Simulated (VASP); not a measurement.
The system is HfO2.

```xyz
6
Lattice="4.8805 0.0000 0.0000 0.0000 4.8805 0.0000 0.0000 0.0000 3.2378" Properties=species:S:1:pos:R:3 pbc="T T T"
Hf    0.0000    0.0000    0.0000
Hf    2.4402    2.4402    1.6189
O     1.4895    1.4895    0.0000
O     0.9508    3.9297    1.6189
O     3.9297    0.9508    1.6189
O     3.3910    3.3910    0.0000
```

| Property | Result |
| --- | --- |
| Program | VASP 6.6.1 |
| Task | relaxation of cell and atoms |
| Functional | PBEsol |
| Potentials or basis | VASP PAW PBE potentials, release 64 (Hf_pv, O) |
| Cutoff | 600 eV |
| k mesh | 6 × 6 × 8 |
| Occupations | fermi-dirac, width 0.02 eV |
| Spin | no spin polarisation |

At the start: pressure -9.0 GPa; volume 12.85 Å³/atom.

**Question.** Where does the relaxation end?

**Answer.** Over 11 steps the energy falls by 15.3 meV/atom and the volume is 12.32 Å³/atom (-4.1 %); space group P4_2/mnm (No. 136, to 0.1 Å) before and after.

The path:
| step | energy change (eV) | largest force (eV/Å) | pressure (GPa) | volume (Å³) |
| --- | --- | --- | --- | --- |
| 1 | 0.0000 | 0.1119 | -8.99 | 77.12 |
| 2 | 0.1735 | 0.5252 | 18.18 | 69.34 |
| 3 | -0.0900 | 0.0837 | -0.32 | 74.14 |
| 4 | -0.0901 | 0.0881 | -0.15 | 74.08 |
| 5 | -0.0900 | 0.0927 | 0.05 | 74.02 |
| 6 | -0.0918 | 0.0249 | 0.21 | 73.86 |
| 7 | -0.0918 | 0.0071 | 0.18 | 73.88 |
| 8 | -0.0918 | 0.0080 | -0.21 | 74.01 |
| 9 | -0.0919 | 0.0076 | -0.03 | 73.95 |
| 10 | -0.0919 | 0.0077 | -0.02 | 73.94 |
| 11 | -0.0919 | 0.0010 | -0.01 | 73.94 |

Final structure:
```xyz
6
Lattice="4.8090 0.0000 0.0000 0.0000 4.8090 0.0000 0.0000 0.0000 3.1972" Properties=species:S:1:pos:R:3 pbc="T T T"
Hf    0.0000    0.0000    0.0000
Hf    2.4045    2.4045    1.5986
O     1.4671    1.4671    3.1972
O     0.9374    3.8716    1.5986
O     3.8716    0.9374    1.5986
O     3.3419    3.3419    0.0000
```

Caveat: the PAW data sets were made with another functional, which shifts forces and pressure a little.
